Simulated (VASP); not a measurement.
# PbS (P-6m2) in VASP: settings compared

The runs below take PbS through single point, with RPBE, BLYP.

Program: VASP 6.6.1. These are calculated values, not measurements. Logs are shortened: lines on timing, memory, paths and dates and some standing lists are left out, and cuts for length are marked.

## Step 1: The cell of the first run

Symmetry: P-6m2, No. 187, hexagonal system. Conventional cell: a = 4.090 Å, b = 4.090 Å, c = 3.788 Å, α = 90.00°, β = 90.00°, γ = 120.00°. Within 4.0 Å of Pb (site symmetry -6m2) lie 6 S at 3.03 Å and 2 Pb at 3.79 Å. S (site symmetry -6m2) has 6 Pb at 3.03 Å and 2 S at 3.79 Å within 4.0 Å.

## Step 2: Single point, RPBE

Input file INCAR:

```
SYSTEM = PbS
PREC = Accurate
ENCUT = 520
EDIFF = 1E-7
ISMEAR = 0
SIGMA = 0.02
LREAL = .False.
LASPH = .True.
NELM = 60
ALGO = Normal
ISIF = 2
LWAVE = .False.
LCHARG = .False.
GGA = RP
NBANDS = 17
```

Input file KPOINTS:

```
regular mesh
0
Gamma
  8 8 7
  0 0 0
```

Input file POSCAR:

```
PbS
1.0
    4.0896976867      0.0000000000      0.0000000000
   -2.0448488433      3.5417820905      0.0000000000
    0.0000000000      0.0000000000      3.7881670000
Pb S
1 1
Direct
    0.0000000000      0.0000000000      0.0000000000
    0.6666666667      0.3333333333      0.5000000000
```

Potentials or basis: VASP PAW PBE potentials, release 64 (Pb_d, S).

Launch:

```
$ cat potpaw_PBE.64/Pb_d/POTCAR potpaw_PBE.64/S/POTCAR > POTCAR
$ mpirun -np 1 vasp_std > vasp.out
```

OUTCAR:

```text
SYSTEM = PbS
   PREC = Accurate
   ENCUT = 520
   EDIFF = 1E-7
   ISMEAR = 0
   LREAL = .False.
   LASPH = .True.
   NELM = 60
   ISIF = 2
   GGA = RP

 ion  position               nearest neighbor table
   1  0.000  0.000  0.000-   2 3.03   2 3.03   2 3.03   2 3.03   2 3.03   2 3.03
   2  0.667  0.333  0.500-   1 3.03   1 3.03   1 3.03   1 3.03   1 3.03   1 3.03

  LATTYP: Found a hexagonal cell.
 ALAT       =     4.0896976867
 C/A-ratio  =     0.9262706660

  Lattice vectors:

 A1 = (   4.0896976867,   0.0000000000,   0.0000000000)
 A2 = (  -2.0448488433,   3.5417820905,   0.0000000000)
 A3 = (   0.0000000000,   0.0000000000,   3.7881670000)

Analysis of symmetry for initial positions (statically):
=====================================================================
 Subroutine PRICEL returns:
 Original cell was already a primitive cell.

 Routine SETGRP: Setting up the symmetry group for a
 hexagonal supercell.

 Subroutine GETGRP returns: Found 12 space group operations
 (whereof 12 operations were pure point group operations)
 out of a pool of 24 trial point group operations.

The static configuration has the point symmetry D_3h.

Analysis of symmetry for dynamics (positions and initial velocities):
=====================================================================
 Subroutine PRICEL returns:
 Original cell was already a primitive cell.

 Routine SETGRP: Setting up the symmetry group for a
 hexagonal supercell.

 Subroutine GETGRP returns: Found 12 space group operations
 (whereof 12 operations were pure point group operations)
 out of a pool of 24 trial point group operations.

The dynamic configuration has the point symmetry D_3h.

 Subroutine INISYM returns: Found 12 space group operations
 (whereof 12 operations are pure point group operations),
 and found     1 'primitive' translations

----------------------------------------------------------------------------------------

                                     Primitive cell

  volume of cell :      54.8709

  direct lattice vectors                    reciprocal lattice vectors
     4.089697687  0.000000000  0.000000000     0.244516851  0.141171870  0.000000000
    -2.044848843  3.541782090  0.000000000     0.000000000  0.282343740  0.000000000
     0.000000000  0.000000000  3.788167000     0.000000000  0.000000000  0.263979914

  length of vectors
     4.089697687  4.089697687  3.788167000     0.282343740  0.282343740  0.263979914

  position of ions in fractional coordinates (direct lattice)
     0.000000000  0.000000000  0.000000000
     0.666666667  0.333333333  0.500000000

  ion indices of the primitive-cell ions
   primitive index   ion index
                 1           1
                 2           2

----------------------------------------------------------------------------------------

 KPOINTS: regular mesh

Automatic generation of k-mesh.
 Grid dimensions read from file:
 generate k-points for:    8    8    7

 Generating k-lattice:

  Cartesian coordinates                     Fractional coordinates (reciprocal lattice)
     0.030564606  0.017646484  0.000000000     0.125000000  0.000000000  0.000000000
     0.000000000  0.035292967  0.000000000     0.000000000  0.125000000  0.000000000
     0.000000000  0.000000000  0.037711416     0.000000000  0.000000000  0.142857143

  Length of vectors
     0.035292967  0.035292967  0.037711416

  Shift w.r.t. Gamma in fractional coordinates (k-lattice)
     0.000000000  0.000000000  0.000000000

 Subroutine IBZKPT returns following result:
 ===========================================

 Found     40 irreducible k-points:

 Following reciprocal coordinates:
            Coordinates               Weight
  0.000000  0.000000  0.000000      1.000000
  0.125000  0.000000  0.000000      6.000000
  0.250000  0.000000  0.000000      6.000000
  0.375000  0.000000  0.000000      6.000000
  0.500000  0.000000  0.000000      3.000000
  0.125000  0.125000  0.000000      6.000000
[... 16 lines left out ...]
  0.250000  0.000000  0.285714     12.000000
  0.375000  0.000000  0.285714     12.000000
 [... further k-points ...]
   k-points           NKPTS =     40   k-points in BZ     NKDIM =     40   number of bands    NBANDS=     17
   number of dos      NEDOS =    301   number of ions     NIONS =      2
   total plane-waves  NPLWV =  25200
   dimension x,y,z NGX =    30 NGY =   30 NGZ =   28
   dimension x,y,z NGXF=    60 NGYF=   60 NGZF=   56
   ions per type =               1   1
   NGX,Y,Z   is equivalent  to a cutoff of  12.19, 12.19, 12.29 a.u.
   NGXF,Y,Z  is equivalent  to a cutoff of  24.39, 24.39, 24.58 a.u.
 SYSTEM =  PbS
   PREC   = accura    normal or accurate (medium, high low for compatibility)
   ISTART =      0    job   : 0-new  1-cont  2-samecut
   ICHARG =      2    charge: 1-file 2-atom 10-const
   ISPIN  =      1    spin polarized calculation?
   LNONCOLLINEAR =      F non collinear calculations
   LSORBIT =      F    spin-orbit coupling
   LASPH  =      T    aspherical Exc in radial PAW
   ENCUT  =  520.0 eV  38.22 Ry    6.18 a.u.   7.60  7.60  7.04*2*pi/ulx,y,z
   NELM   =     60;   NELMIN=  2; NELMDL= -5     # of ELM steps
   EDIFF  = 0.1E-06   stopping-criterion for ELM
   LREAL  =      F    real-space projection
   EDIFFG = 0.1E-05   stopping-criterion for IOM
   NSW    =      0    number of steps for IOM
   IBRION =     -1    ionic relax: 0-MD 1-quasi-New 2-CG
   NFREE  =      0    steps in history (QN), initial steepest desc. (CG)
   ISIF   =      2    stress and relaxation
   ISYM   =      2    0-nonsym 1-usesym 2-fastsym
   POTIM  = 0.5000    time-step for ionic-motion
   TEBEG  =    0.0;   TEEND  =   0.0 temperature during run
   PSTRESS=    0.0 pullay stress
   NELECT =      20.0000    total number of electrons
   NUPDOWN=      -1.0000    fix difference up-down
   EMIN   =  10.00;   EMAX   =-10.00  energy-range for DOS
   EFERMI =   0.00;   METHOD = LEGACY
   ISMEAR =     0;   SIGMA  =   0.02  broadening in eV -4-tet -1-fermi 0-gaus
   EFERMI_NEDOS =   21; number of points for ismear=-14 and -15
   IALGO  =     38    algorithm
   IMIX   =      4    mixing-type and parameters
     AMIX     =   0.40;   BMIX     =  1.00
     AMIX_MAG =   1.60;   BMIX_MAG =  1.00
  volume/ion in A,a.u.               =      27.44       185.14
  Fermi-wavevector in a.u.,A,eV,Ry     =   1.169421  2.209885 18.606576  1.367545
  Thomas-Fermi vector in A             =   2.305894
   LORBIT       =      0    0 simple, 1 ext, 2 COOP (PROOUT), +10 PAW based schemes
   GGA     = RP    functional components
   LHFCALC =     F    Hartree Fock is set to
   AEXX    =    0.0000 exact exchange contribution
   IVDW    =     0    specifies the selected vdW correction
   LEPSILON=     F    determine dielectric tensor
   LRPA    =     F    only Hartree local field effects (RPA)
 non-spin polarized calculation
 Gauss-broadening in eV      SIGMA  =   0.02
  energy-cutoff  :      520.00
  volume of cell :       54.87
 maximum number of plane-waves:      1502
   NGX = 15   NGY = 15   NGZ = 15

 number of electron      19.9999998 magnetization

 Free energy of the ion-electron system (eV)
  ---------------------------------------------------
  ext. energy  EPLUGINS =         0.00000000
  ---------------------------------------------------
  free energy    TOTEN  =        -7.85725848 eV

  energy without entropy =       -7.85725848  energy(sigma->0) =       -7.85725848

 E-fermi :   5.3616     XC(G=0):  -9.2580

 val. band max:        5.2217668460   @ k =   0.3750   0.2500   0.0000
 cond. band min:       5.5171620212   @ k =   0.3750   0.2500   0.4286
 fundamental gap:      0.2953951752
 Fermi energy:         5.3615777757

 k-point     1 :       0.0000    0.0000    0.0000
  band No.  band energies     occupation
      1     -11.6605      2.00000
      2     -11.6470      2.00000
      3     -11.6470      2.00000
      4     -11.5405      2.00000
      5     -11.5405      2.00000
      6      -7.8279      2.00000
[... 9 lines left out ...]
     16      16.4134      0.00000
     17      16.5304      0.00000

 k-point     2 :       0.1250    0.0000    0.0000
  band No.  band energies     occupation
      1     -11.6575      2.00000
      2     -11.6493      2.00000
      3     -11.6380      2.00000
      4     -11.5451      2.00000
      5     -11.5415      2.00000
      6      -7.7077      2.00000
[... 9 lines left out ...]
     16      15.5549      0.00000
     17      16.1427      0.00000

 k-point     3 :       0.2500    0.0000    0.0000
  band No.  band energies     occupation
      1     -11.6650      2.00000
      2     -11.6403      2.00000
      3     -11.6161      2.00000
      4     -11.5563      2.00000
      5     -11.5439      2.00000
      6      -7.3785      2.00000
[... 9 lines left out ...]
     16      15.9097      0.00000
     17      16.4375      0.00000

 k-point     4 :       0.3750    0.0000    0.0000
  band No.  band energies     occupation
      1     -11.6760      2.00000
      2     -11.6281      2.00000
      3     -11.5941      2.00000
      4     -11.5674      2.00000
      5     -11.5463      2.00000
      6      -6.9644      2.00000
[... 9 lines left out ...]
     16      16.2674      0.00000
     17      16.3300      0.00000

 k-point     5 :       0.5000    0.0000    0.0000
  band No.  band energies     occupation
      1     -11.6807      2.00000
      2     -11.6230      2.00000
      3     -11.5849      2.00000
      4     -11.5720      2.00000
      5     -11.5474      2.00000
      6      -6.7506      2.00000
[... 9 lines left out ...]
     16      16.5962      0.00000
     17      16.6188      0.00000

 k-point     6 :       0.1250    0.1250    0.0000
  band No.  band energies     occupation
      1     -11.6552      2.00000
      2     -11.6508      2.00000
      3     -11.6223      2.00000
      4     -11.5526      2.00000
      5     -11.5437      2.00000
      6      -7.4821      2.00000
[... 9 lines left out ...]
     16      15.7096      0.00000
     17      15.8732      0.00000

 k-point     7 :       0.2500    0.1250    0.0000
  band No.  band energies     occupation
      1     -11.6638      2.00000
      2     -11.6376      2.00000
      3     -11.6038      2.00000
      4     -11.5627      2.00000
      5     -11.5472      2.00000
      6      -7.1011      2.00000
[... 9 lines left out ...]
     16      15.5974      0.00000
     17      16.1888      0.00000

 k-point     8 :       0.3750    0.1250    0.0000
  band No.  band energies     occupation
      1     -11.6704      2.00000
      2     -11.6256      2.00000
      3     -11.5927      2.00000
      4     -11.5697      2.00000
      5     -11.5497      2.00000
      6      -6.7599      2.00000
[... 9 lines left out ...]
     16      15.2041      0.00000
     17      16.6713      0.00000
[... 203 lines left out ...]
      1     -11.6521      2.00000
      2     -11.6161      2.00000
      3     -11.5957      2.00000
      4     -11.5813      2.00000
      5     -11.5628      2.00000
      6      -6.6616      2.00000
[... 9 lines left out ...]
     16      16.3098      0.00000
     17      16.8465      0.00000

 k-point    20 :       0.3750    0.2500    0.1429
  band No.  band energies     occupation
      1     -11.6483      2.00000
      2     -11.6077      2.00000
      3     -11.6012      2.00000
      4     -11.5824      2.00000
      5     -11.5663      2.00000
      6      -6.5120      2.00000
[... 9 lines left out ...]
     16      15.5405      0.00000
     17      16.2052      0.00000

 k-point    21 :       0.0000    0.0000    0.2857
  band No.  band energies     occupation
      1     -11.6419      2.00000
      2     -11.6419      2.00000
      3     -11.5895      2.00000
      4     -11.5677      2.00000
      5     -11.5677      2.00000
      6      -7.2689      2.00000
[... 9 lines left out ...]
     16      13.6730      0.00000
     17      14.1514      0.00000

 k-point    22 :       0.1250    0.0000    0.2857
  band No.  band energies     occupation
      1     -11.6447      2.00000
      2     -11.6333      2.00000
      3     -11.5848      2.00000
      4     -11.5770      2.00000
      5     -11.5692      2.00000
      6      -7.1616      2.00000
[... 9 lines left out ...]
     16      14.2893      0.00000
     17      15.0459      0.00000

 k-point    23 :       0.2500    0.0000    0.2857
  band No.  band energies     occupation
      1     -11.6531      2.00000
      2     -11.6124      2.00000
      3     -11.5999      2.00000
      4     -11.5726      2.00000
      5     -11.5703      2.00000
      6      -6.8777      2.00000
[... 9 lines left out ...]
     16      14.4788      0.00000
     17      16.2437      0.00000

 k-point    24 :       0.3750    0.0000    0.2857
  band No.  band energies     occupation
      1     -11.6638      2.00000
      2     -11.6198      2.00000
      3     -11.5914      2.00000
      4     -11.5759      2.00000
      5     -11.5560      2.00000
      6      -6.5453      2.00000
[... 9 lines left out ...]
     16      15.7286      0.00000
     17      17.4256      0.00000

 [... further k-points ...]
[... 5 lines left out ...]
  --------------------------------------------------------------------------------------
  -------------------------------------------------------------------------------------
  Total        0.6066025      0.6066025      0.6471401      0.0000000      0.0000000      0.0000000
  in kB       17.7122032     17.7122032     18.8958624      0.0000000      0.0000000      0.0000000
  external PRESSURE =      18.1067563 kB  Pullay stress =       0.0000000 kB

 VOLUME and BASIS-vectors are now :
 -----------------------------------------------------------------------------
  energy-cutoff  :      520.00
  volume of cell :       54.87
      direct lattice vectors                 reciprocal lattice vectors
     4.089697687  0.000000000  0.000000000     0.244516851  0.141171870  0.000000000
    -2.044848843  3.541782090  0.000000000     0.000000000  0.282343740  0.000000000
     0.000000000  0.000000000  3.788167000     0.000000000  0.000000000  0.263979914

 POSITION                                       TOTAL-FORCE (eV/Angst)
 -----------------------------------------------------------------------------------
      0.00000      0.00000      0.00000         0.000000      0.000000      0.000000
      2.04485      1.18059      1.89408        -0.000000      0.000000      0.000000
 -----------------------------------------------------------------------------------
    total drift:                               -0.000000      0.000000      0.000000

  FREE ENERGIE OF THE ION-ELECTRON SYSTEM (eV)
  ---------------------------------------------------
  free  energy   TOTEN  =        -7.8572584791 eV

  energy  without entropy=       -7.8572584791  energy(sigma->0) =       -7.85725848
```

Run time: 16 s. Hardware: 1 thread of Intel Xeon 6975P-C (Granite Rapids), shared host; peak memory 0.18 GiB.

Results:

| Property | Result |
| --- | --- |
| Free energy | -7.8573 eV |
| Pressure | 1.8 GPa |
| Band gap on the k mesh | 0.30 eV, indirect (least direct gap 1.70 eV) |

Caveat: the PAW data sets were made with another functional, which shifts forces and pressure a little; spin-orbit coupling is left out, which moves the levels of the heavy elements.

## Step 3: Single point, BLYP

Input file INCAR:

```
SYSTEM = PbS
PREC = Accurate ; ENCUT = 520
EDIFF = 1E-7 ; ISMEAR = -1
SIGMA = 0.05 ; LREAL = .FALSE.
LASPH = .TRUE. ; NELM = 60
ALGO = Normal ; ISIF = 2
LWAVE = .FALSE. ; LCHARG = .FALSE.
GGA = B5 ; ALDAX = 1.0
AGGAX = 1.0 ; AGGAC = 1.0
ALDAC = 0.0 ; NBANDS = 17
```

Input file KPOINTS:

```
regular mesh
0
G
  8 8 7
  0 0 0
```

POSCAR is that of step 2.

Potentials or basis: VASP PAW PBE potentials, release 64 (Pb_d, S).

Launch:

```
$ cat potpaw_PBE.64/Pb_d/POTCAR potpaw_PBE.64/S/POTCAR > POTCAR
$ mpirun -np 1 vasp_std > vasp.out
```

Run time: 32 s. Hardware: 1 thread of Intel Xeon Platinum 8488C (Sapphire Rapids), shared host; peak memory 0.18 GiB.

The run converged. Its results:

```yaml
Free_energy: -7.4618 eV
Pressure: 3.4 GPa
Band_gap_on_the_k_mesh: 0.27 eV, indirect (least direct gap 1.70 eV)
```

Stress tensor (GPa, compression positive):
```
3.23 0.00 0.00
0.00 3.23 0.00
0.00 0.00 3.75
```

Levels at points of the mesh, in eV from the valence-band top:
```csv
k point,band 7,band 8,band 9,band 10,band 11,band 12,band 13,band 14
"(0.00, 0.00, 0.00)",-6.43,-2.03,-1.54,-1.54,3.53,3.53,5.67,6.51
"(0.50, 0.00, 0.00)",-8.39,-2.55,-1.66,-1.05,2.04,4.00,5.27,5.78
```

Caveat: the PAW data sets were made with another functional, which shifts forces and pressure a little; spin-orbit coupling is left out, which moves the levels of the heavy elements. A k mesh can miss the band edges.
